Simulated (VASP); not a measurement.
A run of VASP 6.6.1 is set up as follows.

The input POSCAR:

```
GaAs
1.0
    0.0000000000      2.8041289749      2.8041289749
    2.8041289749      0.0000000000      2.8041289749
    2.8041289749      2.8041289749      0.0000000000
Ga As
1 1
Direct
    0.0000000000      0.0000000000      0.0000000000
    0.7500000000      0.7500000000      0.7500000000
```

File INCAR.step1:

```
SYSTEM = GaAs
PREC     = Accurate       ! precision mode
ENCUT    = 520            ! plane-wave cutoff, eV
ISMEAR   = 0              ! smearing method
SIGMA    = 0.05           ! smearing width, eV
LREAL    = .FALSE.        ! projectors in reciprocal space
LASPH    = .TRUE.         ! aspherical terms in the spheres
NELM     = 100            ! most SCF steps
NBANDS   = 16             ! bands
GGA      = PE             ! functional
ALGO     = Normal         ! electronic algorithm
EDIFF    = 1E-4           ! SCF threshold, eV
LWAVE    = .TRUE.         ! write WAVECAR
LCHARG   = .FALSE.        ! write CHGCAR
```

The input INCAR.step2:

```
SYSTEM = GaAs
PREC     = Accurate       ! precision mode
ENCUT    = 520            ! plane-wave cutoff, eV
EDIFF    = 1E-6           ! SCF threshold, eV
ISMEAR   = 0              ! smearing method
SIGMA    = 0.05           ! smearing width, eV
LREAL    = .FALSE.        ! projectors in reciprocal space
LASPH    = .TRUE.         ! aspherical terms in the spheres
NELM     = 100            ! most SCF steps
ALGO     = Normal         ! electronic algorithm
ISIF     = 2              ! what is computed and relaxed
LWAVE    = .FALSE.        ! write WAVECAR
LCHARG   = .FALSE.        ! write CHGCAR
METAGGA  = R2SCAN         ! meta-GGA
LMIXTAU  = .TRUE.       
IVDW     = 12             ! dispersion correction
VDW_S6   = 1.0          
VDW_S8   = 0.78981345   
VDW_A1   = 0.49484001   
VDW_A2   = 5.73083694   
NBANDS   = 16             ! bands
ISTART   = 1
```

The input KPOINTS:

```
Automatic mesh
0
G
  8 8 8
  0 0 0
```

Potentials or basis: VASP PAW PBE potentials, release 64 (Ga_d, As).

Run with:

```bash
$ cat potpaw_PBE.64/Ga_d/POTCAR potpaw_PBE.64/As/POTCAR > POTCAR
$ cp INCAR.step1 INCAR
$ mpirun -np 1 vasp_std > vasp.out
$ cp INCAR.step2 INCAR
$ mpirun -np 1 vasp_std > vasp.out
```

Q: What does it give for the dispersion energy per atom?

A: -0.156 eV.

Q: Estimate the band gap on the k mesh.

A: 1.19 eV, direct.

Q: Predict the pressure.

A: 1.4 GPa.

Caveat: three body term missing; the PAW data sets were made with another functional, which shifts forces and pressure a little. A k mesh can miss the band edges.
